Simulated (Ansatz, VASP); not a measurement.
**WC in VASP and in Ansatz**

```
W C
1.0
     1.64035   -2.11804    0.00000
     1.64035    2.11804    0.00000
     0.00000    0.00000    4.30942
W C
1 1
Direct
  0.50000 0.50000 0.50000
  0.00000 0.00000 0.00000
```

Alike in both runs: functional LDA; k mesh 7 × 7 × 5; occupations fermi-dirac, width 0.05 eV; non-collinear spin, spin-orbit coupling.

```csv
,VASP,Ansatz
version,VASP 6.6.1,Ansatz 0.2.0
potentials or method,"VASP PAW LDA potentials, release 64 (W_sv, C)",Ansatz PAW
plane-wave cutoff (eV),520,420
valence electrons in the cell,18,18
task,single point,band structure
```

|  | VASP | Ansatz | Ansatz less VASP |
| --- | --- | --- | --- |
| net moment per atom (μB) | 0.00 | 0.00 | 0.000 |

LDA's correlation is that of Perdew and Zunger in VASP and of Perdew and Wang (1992) in Ansatz.
